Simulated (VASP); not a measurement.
SrCl2:

```
CELL_PARAMETERS angstrom
0.00000 3.49765 3.49765
3.49765 0.00000 3.49765
3.49765 3.49765 0.00000
ATOMIC_POSITIONS crystal
Sr 0.00000 0.00000 0.00000
Cl 0.25000 0.25000 0.25000
Cl 0.75000 0.75000 0.75000
```

Base run:

- Program: VASP 6.6.1
- Functional: r2SCAN
- Potentials or basis: VASP PAW PBE potentials, release 64 (Sr_sv, Cl)
- Cutoff: 520 eV
- k mesh: 6 × 6 × 6
- Occupations: gaussian, width 0.01 eV
- Spin: no spin polarisation

Its results: band gap on the k mesh 5.94 eV, indirect (least direct gap 5.99 eV); pressure 0.0 GPa.

Q: The run is repeated on the same cell with these changes: functional from r2SCAN to PBE. What comes out?

A: Band gap on the k mesh 5.31 eV, indirect (least direct gap 5.51 eV); pressure 0.8 GPa.

r2SCAN gives the wider gap, since meta-GGAs in the generalised Kohn-Sham scheme recover part of the derivative discontinuity.

Caveats: the PAW data sets were made with another functional, which shifts forces and pressure a little (some runs).

A k mesh can miss the band edges.
